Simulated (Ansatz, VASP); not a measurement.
AgCl: VASP beside Ansatz

```
Ag Cl
1.0
     4.51840   -0.01084    0.00000
    -2.26859    3.91847    0.00000
     0.00000    0.00000    5.72303
Ag Cl
2 2
Direct
  0.33359 0.66666 0.25000
  0.66641 0.33334 0.75000
  0.66536 0.33332 0.25000
  0.33464 0.66668 0.75000
```

Change from the starting cell: shear_xy strain -0.5%.

Alike in both runs: task single point; functional r2SCAN; k mesh 6 × 6 × 4; no spin polarisation.

|  | VASP | Ansatz |
| --- | --- | --- |
| version | VASP 6.6.1 | Ansatz 0.2.0 |
| potentials or method | VASP PAW PBE potentials, release 64 (Ag, Cl) | plane waves, PAW |
| plane-wave cutoff (eV) | 520 | 500 |
| occupations | gaussian, width 0.01 eV | fixed |
| valence electrons in the cell | 36 | 52 |

|  | VASP | Ansatz | Ansatz less VASP |
| --- | --- | --- | --- |
| gap on the k mesh at the Fermi level (eV) | 1.77 | 1.82 | +0.047 |
| pressure (GPa) | -0.1 | 0.0 | +0.08 |

VASP's potentials were made for PBE, not for r2SCAN. VASP's potentials hold 36 valence electrons a cell and Ansatz's 52, so a difference there can come from the potentials and not from the codes.
